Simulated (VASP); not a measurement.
Au:

```
CELL_PARAMETERS angstrom
0.00000 1.87440 1.87440
1.87440 0.00000 1.87440
1.87440 1.87440 0.00000
ATOMIC_POSITIONS crystal
Au 0.00000 0.00000 0.00000
```

This cell differs from its parent crystal: Ir replaced by Au, lengths x 0.979, strained.

Base run:

```yaml
Program: VASP 6.6.1
Functional: PBEsol
Potentials_or_basis: VASP PAW PBE potentials, release 64 (Au)
Cutoff: 520 eV
k_mesh: 20 × 20 × 20
Occupations: gaussian, width 0.1 eV
Spin: no spin polarisation
```

Its results: pressure 92.1 GPa.

The run is repeated on the same cell with these changes: k mesh from 20 × 20 × 20 to 8 × 8 × 8; further incar settings from ALGO = Normal; EDIFF = 1e-06; NBANDS = 12 to ALGO = Fast; EDIFF = 1e-07; NBANDS = 12. What comes out?

Pressure 93.3 GPa.

Caveats: some runs use coarse meshes; the PAW data sets were made with another functional, which shifts forces and pressure a little.
